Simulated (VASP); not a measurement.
# B17HN18 (a cell with a defect) in VASP: a series of runs, part 2 of 3

VASP 6.6.1.

### 4 Single point, PBE

The input, INCAR:

```
PREC = Accurate
ENCUT = 520
EDIFF = 1E-6
ISMEAR = 0
SIGMA = 0.01
LREAL = Auto
LASPH = True
NELM = 120
ALGO = Normal
ISIF = 2
LWAVE = False
LCHARG = False
GGA = PE
NBANDS = 95
NELECT = 144.0
GGA_COMPAT = False
ISYM = -1
```

The input, KPOINTS:

```
explicit points
1
Reciprocal
  0.25000000   0.25000000   0.25000000 1
```

The input, POSCAR:

```
B17HN18
1.0
    7.4650312800      0.0000000000      0.0000000000
   -3.7325156400      6.4649067300      0.0000000000
    0.0000000000      0.0000000000      6.4954828800
B N H
17 18 1
Direct
    0.1171141531      0.2186812041      0.2419150539
    0.2214163359      0.1205426214      0.7593141784
    0.1164212942      0.5482003692      0.2433136992
    0.2193942973      0.4576314925      0.8077944226
    0.1160982231      0.8831784675      0.2391074279
    0.2169306353      0.7844829391      0.7450142901
    0.4516510341      0.2202815300      0.2322788917
    0.5500220310      0.1142454663      0.7372831337
    0.4473645871      0.5524061002      0.1431805342
    0.4513071277      0.8829357630      0.2440628544
    0.5452903095      0.7808346140      0.8073373089
    0.7827823415      0.2168407060      0.2543291723
    0.8842742428      0.1167465882      0.7693675253
    0.7793965499      0.5479624254      0.2318009574
    0.8836070362      0.4550854189      0.7351126470
    0.7809164270      0.8822647962      0.2418302424
    0.8793763743      0.7761078892      0.7560362957
    0.1089369047      0.2316264084      0.7845820732
    0.2271695253      0.1058930195      0.2363784965
    0.1096590745      0.5619297311      0.7453486120
    0.2254827913      0.4380559012      0.2303163624
    0.1068816463      0.8963769452      0.7479742242
    0.2271985125      0.7723696756      0.2402519939
    0.4378051441      0.2203680743      0.7370245303
    0.5602960411      0.1066139193      0.2525379241
    0.4237153092      0.5767365702      0.8972661761
    0.5609576545      0.4383400605      0.2052167295
    0.4401040278      0.8906942999      0.7448328573
    0.5614494146      0.7739873711      0.2308794057
    0.7743037445      0.2275586458      0.7452632928
    0.8936033730      0.1057321781      0.2570464833
    0.7764576030      0.5631018402      0.7301450321
    0.8929131787      0.4390765865      0.2513351417
    0.7706930983      0.8928473228      0.7851208121
    0.8938144701      0.7723757325      0.2354963495
    0.5481044824      0.3866535728      0.7398200194
```

Run with:

```
$ cat potpaw_PBE.64/B/POTCAR potpaw_PBE.64/N/POTCAR potpaw_PBE.64/H/POTCAR > POTCAR
$ mpirun -np 1 vasp_std > vasp.out
```

It took 77 s on 1 thread of Intel Xeon Platinum 8488C (Sapphire Rapids), shared host; peak memory 0.37 GiB.

The run converged. Its results:

- Free energy: -299.4737 eV
- Largest force: 0.028 eV/Å

Forces in eV/Å, atoms in the order of the input:
```
B    0.006 -0.004  0.002
B    0.001  0.011 -0.001
B    0.002  0.005  0.005
B    0.000 -0.014 -0.003
B    0.006 -0.004  0.002
B   -0.003  0.003 -0.008
B    0.002 -0.007 -0.001
B    0.000  0.005 -0.005
B    0.012 -0.007 -0.015
B   -0.002 -0.005  0.005
B    0.013  0.004 -0.008
B    0.008 -0.004  0.005
B    0.000  0.001  0.001
B    0.008  0.001  0.000
B   -0.003 -0.014 -0.006
B    0.007 -0.004  0.004
B   -0.015  0.001  0.003
N    0.004  0.001  0.005
N   -0.003  0.000 -0.002
N   -0.002  0.000 -0.004
N    0.000  0.002 -0.002
N    0.003 -0.008 -0.005
N   -0.008  0.004 -0.001
N   -0.007  0.013 -0.001
N   -0.009  0.004  0.002
N    0.007 -0.004  0.027
N   -0.007  0.003 -0.001
N   -0.001 -0.002 -0.001
N   -0.003 -0.001 -0.001
N    0.001  0.004  0.001
N   -0.006  0.004 -0.002
N   -0.012 -0.007 -0.003
N   -0.008  0.006  0.002
N    0.006 -0.004  0.007
N   -0.002  0.003 -0.002
H    0.005  0.012 -0.001
```

Levels at points of the mesh, in eV from the Fermi level:
```csv
k point,band 68,band 69,band 70,band 71,band 72,band 73,band 74,band 75,band 76,band 77
"(0.25, 0.25, 0.25)",-1.23,-1.09,-0.78,-0.55,-0.07,3.57,3.72,3.91,4.38,4.75
```

Caveat: the cell carries a net charge on a neutralising background, which shifts energy and pressure; the cell is charged against a uniform background, so pressure and absolute levels hang on convention.

### 5 Single point, PBE

The input, INCAR:

```
  PREC = Accurate
  ENCUT = 520
  EDIFF = 1E-6
  ISMEAR = 0
  SIGMA = 0.01
  LREAL = Auto
  LASPH = True
  NELM = 120
  ALGO = Normal
  ISIF = 2
  LWAVE = False
  LCHARG = False
  GGA = PE
  NBANDS = 95
  GGA_COMPAT = False
  ISYM = -1
```

KPOINTS is that of step 4.

The input, POSCAR:

```
B17HN18
1.0
    7.4650312800      0.0000000000      0.0000000000
   -3.7325156400      6.4649067300      0.0000000000
    0.0000000000      0.0000000000      6.4954828800
B N H
17 18 1
Direct
    0.1139811671      0.2233212368      0.2501859363
    0.2181363283      0.1100973822      0.7358733544
    0.1138431900      0.5565453877      0.2524351455
    0.2225195391      0.4434091818      0.7595591706
    0.1137773493      0.8899429576      0.2491390673
    0.2184481740      0.7782766673      0.7545129476
    0.4473380276      0.2235178966      0.2489220191
    0.5510008691      0.1111876287      0.7436093916
    0.4474354516      0.5564681101      0.2517997991
    0.4472677875      0.8899334828      0.2511256234
    0.5577330552      0.7833582592      0.7641285443
    0.7804681448      0.2233459939      0.2501728724
    0.8874087389      0.1174490701      0.7540890379
    0.7802223214      0.5565164288      0.2512417171
    0.8800418864      0.4446217856      0.7538463605
    0.7804636885      0.8898115574      0.2511694251
    0.8852203123      0.7834075010      0.7520254934
    0.1094357225      0.2234510272      0.7491130123
    0.2245368582      0.1125251546      0.2473601849
    0.1086538865      0.5569270445      0.7591610320
    0.2246005330      0.4457766858      0.2534356264
    0.1077555415      0.8889338731      0.7479440170
    0.2246205050      0.7791935598      0.2512672270
    0.4338016263      0.2095874866      0.7157149945
    0.5580134783      0.1124830418      0.2478298787
    0.4400032817      0.5691259952      0.7817073487
    0.5579690900      0.4457635092      0.2517078608
    0.4405379948      0.8890997662      0.7569783987
    0.5580144345      0.7792384552      0.2539820896
    0.7734746106      0.2243983182      0.7518909780
    0.8912830710      0.1125510173      0.2507433717
    0.7877439517      0.5699016399      0.7386883659
    0.8912949517      0.4458690840      0.2509076044
    0.7783189702      0.8972184591      0.7597221245
    0.8912869982      0.7792734910      0.2496800276
    0.5146466501      0.3661189883      0.6933110340
```

Potentials or basis: VASP PAW PBE potentials, release 64 (B, N, H).

Run with:

```
$ cat potpaw_PBE.64/B/POTCAR potpaw_PBE.64/N/POTCAR potpaw_PBE.64/H/POTCAR > POTCAR
$ mpirun -np 1 vasp_std > vasp.out
```

OUTCAR:

```text
PREC = Accurate
   ENCUT = 520
   EDIFF = 1E-6
   ISMEAR = 0
   LREAL = Auto
   LASPH = True
   NELM = 120
   ISIF = 2
   GGA = PE
   ISYM = -1

 ion  position               nearest neighbor table
   1  0.114  0.223  0.250-  19 1.43  21 1.44  31 1.44
   2  0.218  0.110  0.736-  24 1.40  22 1.43  18 1.44
   3  0.114  0.557  0.252-  21 1.43  33 1.44  23 1.44
   4  0.223  0.443  0.760-  26 1.42  18 1.42  20 1.47
   5  0.114  0.890  0.249-  23 1.43  35 1.44  19 1.44
   6  0.218  0.778  0.755-  20 1.43  22 1.43  28 1.44
[... 17 lines left out ...]
  24  0.434  0.210  0.716-  36 1.02   2 1.40   8 1.41
  25  0.558  0.112  0.248-   7 1.43  12 1.44  10 1.44
  26  0.440  0.569  0.782-  11 1.39   4 1.42
  27  0.558  0.446  0.252-   9 1.43  14 1.44   7 1.44
  28  0.441  0.889  0.757-   6 1.44   8 1.44  11 1.44
  29  0.558  0.779  0.254-  10 1.43  16 1.44   9 1.44
  30  0.773  0.224  0.752-  15 1.42  13 1.43   8 1.44
  31  0.891  0.113  0.251-  12 1.43   1 1.44  16 1.44
  32  0.788  0.570  0.739-  17 1.38  15 1.42
  33  0.891  0.446  0.251-  14 1.43  12 1.44   3 1.44
  34  0.778  0.897  0.760-  13 1.42  11 1.43  17 1.43
  35  0.891  0.779  0.250-  16 1.43   5 1.44  14 1.44
  36  0.515  0.366  0.693-  24 1.02

IMPORTANT INFORMATION: All symmetrisations will be switched off!
NOSYMM: (Re-)initialisation of all symmetry stuff for point group C_1.

----------------------------------------------------------------------------------------

                                     Primitive cell

  volume of cell :     313.4768

  direct lattice vectors                    reciprocal lattice vectors
     7.465031280  0.000000000  0.000000000     0.133957912  0.077340636  0.000000000
    -3.732515640  6.464906730  0.000000000     0.000000000  0.154681273  0.000000000
     0.000000000  0.000000000  6.495482880     0.000000000  0.000000000  0.153953142

  length of vectors
     7.465031280  7.465031281  6.495482880     0.154681273  0.154681273  0.153953142

  position of ions in fractional coordinates (direct lattice)
     0.113981167  0.223321237  0.250185936
     0.218136328  0.110097382  0.735873354
     0.113843190  0.556545388  0.252435146
     0.222519539  0.443409182  0.759559171
     0.113777349  0.889942958  0.249139067
[... 128 lines left out ...]
   IVDW    =     0    specifies the selected vdW correction
   LEPSILON=     F    determine dielectric tensor
   LRPA    =     F    only Hartree local field effects (RPA)
 non-spin polarized calculation
 Gauss-broadening in eV      SIGMA  =   0.01
  energy-cutoff  :      520.00
  volume of cell :      313.48
 maximum number of plane-waves:      8452
 NGX is ok and might be reduce to    56
   NGX = 27   NGY = 27   NGZ = 25

 number of electron     141.9999999 magnetization

 Free energy of the ion-electron system (eV)
  ---------------------------------------------------
  ext. energy  EPLUGINS =         0.00000000
  ---------------------------------------------------
  free energy    TOTEN  =      -305.72928499 eV

  energy without entropy =     -305.72928499  energy(sigma->0) =     -305.72928499

 E-fermi :   2.2255     XC(G=0): -10.1714

 val. band max:        2.1433433854   @ k =   0.2500   0.2500   0.2500
 cond. band min:       2.3667806377   @ k =   0.2500   0.2500   0.2500
 fundamental gap:      0.2234372523
 Fermi energy:         2.2254619840

 k-point     1 :       0.2500    0.2500    0.2500
  band No.  band energies     occupation
      1     -15.2275      2.00000
      2     -14.9072      2.00000
      3     -14.7853      2.00000
      4     -14.5088      2.00000
      5     -14.4087      2.00000
      6     -14.3016      2.00000
[... 75 lines left out ...]
     82       9.2241      0.00000
     83       9.4471      0.00000
 [bands above 83 left out]

------------------------ aborting loop because EDIFF is reached ----------------------------------------

  FORCE on cell =-STRESS in cart. coord.  units (eV):
  Direction    XX          YY          ZZ          XY          YZ          ZX
  --------------------------------------------------------------------------------------
  -------------------------------------------------------------------------------------
  Total       15.9718483     32.7755019      7.1810035      1.6554662     -0.0965144      0.0171362
  in kB       81.6319972    167.5153449     36.7020552      8.4610752     -0.4932842      0.0875828
  external PRESSURE =      95.2831324 kB  Pullay stress =       0.0000000 kB

 VOLUME and BASIS-vectors are now :
 -----------------------------------------------------------------------------
  energy-cutoff  :      520.00
  volume of cell :      313.48
      direct lattice vectors                 reciprocal lattice vectors
     7.465031280  0.000000000  0.000000000     0.133957912  0.077340636  0.000000000
    -3.732515640  6.464906730  0.000000000     0.000000000  0.154681273  0.000000000
     0.000000000  0.000000000  6.495482880     0.000000000  0.000000000  0.153953142

 POSITION                                       TOTAL-FORCE (eV/Angst)
 -----------------------------------------------------------------------------------
      0.01732      1.44375      1.62508         0.002773     -0.006418      0.008791
      1.21745      0.71177      4.77985         0.007295      0.022035     -0.012149
     -1.22747      3.59801      1.63969         0.002954      0.000131     -0.015476
      0.00608      2.86660      4.93370         0.003080     -0.004279      0.014421
     -2.47237      5.75340      1.61828         0.010221     -0.006053     -0.010618
     -1.27421      5.03149      4.90093         0.000934      0.005337     -0.007865
[... 28 lines left out ...]
      3.74483      5.03793      1.62179        -0.011071     -0.001002      0.002182
      2.47531      2.36693      4.50339         0.005246     -0.003734      0.003767
 -----------------------------------------------------------------------------------
    total drift:                               -0.000480     -0.000059      0.004352

  FREE ENERGIE OF THE ION-ELECTRON SYSTEM (eV)
  ---------------------------------------------------
  free  energy   TOTEN  =      -305.7292849883 eV

  energy  without entropy=     -305.7292849883  energy(sigma->0) =     -305.72928499
```

OSZICAR:

```text
N       E                     dE             d eps       ncg     rms          rms(c)
DAV:   1     0.717825489676E+03    0.71783E+03   -0.73410E+04   190   0.141E+03
DAV:   2    -0.271573603322E+03   -0.98940E+03   -0.94629E+03   229   0.328E+02
DAV:   3    -0.335456522037E+03   -0.63883E+02   -0.63199E+02   228   0.853E+01
[... 16 lines left out ...]
DAV:  20    -0.305729286281E+03    0.86689E-05   -0.43997E-05   220   0.197E-02    0.193E-02
DAV:  21    -0.305729285228E+03    0.10525E-05   -0.25709E-05   228   0.148E-02    0.791E-03
DAV:  22    -0.305729287531E+03   -0.23025E-05   -0.37820E-05   228   0.151E-02    0.125E-02
DAV:  23    -0.305729284830E+03    0.27007E-05   -0.16480E-05   180   0.952E-03    0.256E-03
DAV:  24    -0.305729284988E+03   -0.15832E-06   -0.71704E-07   116   0.253E-03
   1 F= -.30572928E+03 E0= -.30572928E+03  d E =-.291697E-31
```

Run time: 2 min. Hardware: 1 thread of Intel Xeon Platinum 8488C (Sapphire Rapids), shared host; peak memory 0.36 GiB.

What came out:

```
Free energy   : -305.7293 eV
Pressure      : 9.5 GPa
Largest force : 0.030 eV/Å
```

Forces in eV/Å, atoms in the order of the input:
```
B    0.003 -0.006  0.009
B    0.007  0.022 -0.012
B    0.003  0.000 -0.015
B    0.003 -0.004  0.014
B    0.010 -0.006 -0.011
B    0.001  0.005 -0.008
B    0.012 -0.014  0.005
B   -0.016  0.025 -0.002
B    0.003  0.004  0.006
B    0.009  0.000 -0.005
B    0.004  0.001  0.013
B    0.007 -0.008 -0.011
B   -0.012  0.014 -0.004
B    0.011  0.001  0.011
B   -0.007 -0.006 -0.009
B    0.004 -0.005  0.002
B    0.000 -0.013  0.003
N    0.004 -0.006 -0.001
N   -0.006  0.006 -0.006
N    0.002 -0.001 -0.003
N   -0.007  0.004  0.002
N    0.001 -0.014  0.004
N   -0.008  0.001  0.013
N    0.010  0.021 -0.002
N   -0.013  0.007  0.004
N    0.016 -0.017 -0.008
N   -0.004  0.003 -0.010
N   -0.002 -0.012 -0.002
N   -0.002  0.001  0.001
N    0.004 -0.006  0.004
N   -0.003  0.005  0.005
N   -0.027  0.007  0.006
N   -0.009  0.006  0.005
N    0.005 -0.012 -0.005
N   -0.011 -0.001  0.002
H    0.005 -0.004  0.004
```

Levels at points of the mesh, in eV from the Fermi level:
| k point | band 68 | band 69 | band 70 | band 71 | band 72 | band 73 | band 74 | band 75 |
| --- | --- | --- | --- | --- | --- | --- | --- | --- |
| (0.25, 0.25, 0.25) | -0.54 | -0.38 | -0.31 | -0.08 | 0.14 | 4.68 | 4.79 | 5.05 |

### 6 Single point, PBE

The input, INCAR:

```
SYSTEM = B17HN18
  PREC = Accurate
  ENCUT = 520
  EDIFF = 1E-6
  ISMEAR = 0
  SIGMA = 0.01
  LREAL = Auto
  LASPH = .TRUE.
  NELM = 120
  ALGO = Normal
  ISIF = 2
  LWAVE = .FALSE.
  LCHARG = .TRUE.
  GGA = PE
  LELF = .TRUE.
  LVHAR = .TRUE.
  NELECT = 144.0
  NBANDS = 95
  GGA_COMPAT = .FALSE.
  ISYM = -1
```

KPOINTS is that of step 5.

The input, POSCAR:

```
B17HN18
1.0
    7.4650312844      0.0000000000      0.0000000000
   -3.7325156422      6.4649067324      0.0000000000
    0.0000000000      0.0000000000      6.4954828762
B N H
17 18 1
Direct
    0.1171141469      0.2186811829      0.2419149999
    0.2214163455      0.1205426473      0.7593142239
    0.1164212924      0.5482003483      0.2433136643
    0.2193942630      0.4576314963      0.8077944640
    0.1160982172      0.8831784473      0.2391073499
    0.2169306486      0.7844829572      0.7450142438
    0.4516510235      0.2202815100      0.2322788633
    0.5500220257      0.1142454933      0.7372832154
    0.4473645852      0.5524060675      0.1431804979
    0.4513071233      0.8829357430      0.2440627910
    0.5452903134      0.7808346175      0.8073373061
    0.7827823302      0.2168406855      0.2543291593
    0.8842742371      0.1167465885      0.7693675792
    0.7793965466      0.5479624147      0.2318009227
    0.8836070227      0.4550854203      0.7351127014
    0.7809164243      0.8822647786      0.2418301687
    0.8793764110      0.7761079218      0.7560362981
    0.1089368865      0.2316264111      0.7845821746
    0.2271695249      0.1058929934      0.2363784216
    0.1096590744      0.5619297527      0.7453486015
    0.2254827868      0.4380558765      0.2303163196
    0.1068816667      0.8963769835      0.7479741493
    0.2271985033      0.7723696556      0.2402519196
    0.4378051782      0.2203681320      0.7370246874
    0.5602960324      0.1066138981      0.2525378922
    0.4237153090      0.5767365566      0.8972661009
    0.5609576533      0.4383400347      0.2052167297
    0.4401040301      0.8906943081      0.7448328511
    0.5614494155      0.7739873551      0.2308793360
    0.7743037425      0.2275586593      0.7452633680
    0.8936033650      0.1057321535      0.2570464363
    0.7764575889      0.5631018456      0.7301451521
    0.8929131736      0.4390765662      0.2513351329
    0.7706931089      0.8928473268      0.7851208370
    0.8938144700      0.7723757124      0.2354962445
    0.5481045298      0.3866537054      0.7398203482
```

Potentials or basis: VASP PAW PBE potentials, release 64 (B, N, H).

Run with:

```
$ cat potpaw_PBE.64/B/POTCAR potpaw_PBE.64/N/POTCAR potpaw_PBE.64/H/POTCAR > POTCAR
$ mpirun -np 1 vasp_std > vasp.out
```

It took 81 s on 1 thread of Intel Xeon Platinum 8488C (Sapphire Rapids), shared host; peak memory 0.37 GiB.

It converged, with:

| Item | Value |
| --- | --- |
| Free energy | -299.4737 eV |
| Largest force | 0.028 eV/Å |

Forces in eV/Å, atoms in the order of the input:
```
B    0.006 -0.004  0.002
B    0.001  0.011 -0.001
B    0.002  0.005  0.005
B    0.000 -0.014 -0.003
B    0.006 -0.004  0.002
B   -0.003  0.003 -0.008
B    0.002 -0.007 -0.001
B    0.000  0.005 -0.005
B    0.012 -0.007 -0.015
B   -0.002 -0.005  0.005
B    0.013  0.004 -0.008
B    0.008 -0.004  0.005
B    0.000  0.001  0.001
B    0.008  0.001  0.000
B   -0.003 -0.014 -0.006
B    0.007 -0.004  0.004
B   -0.015  0.001  0.003
N    0.004  0.001  0.005
N   -0.003  0.000 -0.002
N   -0.002  0.000 -0.004
N    0.000  0.002 -0.002
N    0.003 -0.008 -0.005
N   -0.008  0.004 -0.001
N   -0.007  0.013 -0.001
N   -0.009  0.004  0.002
N    0.007 -0.004  0.027
N   -0.007  0.003 -0.001
N   -0.001 -0.002 -0.001
N   -0.003 -0.001 -0.001
N    0.001  0.004  0.001
N   -0.006  0.004 -0.002
N   -0.012 -0.007 -0.003
N   -0.008  0.006  0.002
N    0.006 -0.004  0.007
N   -0.002  0.003 -0.002
H    0.005  0.012 -0.001
```

Levels at points of the mesh, in eV from the Fermi level:
```csv
k point,band 70,band 71,band 72,band 73,band 74,band 75
"(0.25, 0.25, 0.25)",-0.78,-0.55,-0.07,3.57,3.72,3.91
```

Caveat: the cell carries a net charge on a neutralising background, which shifts energy and pressure; the cell is charged against a uniform background, so pressure and absolute levels hang on convention.

(Continued in part 3 of 3.)
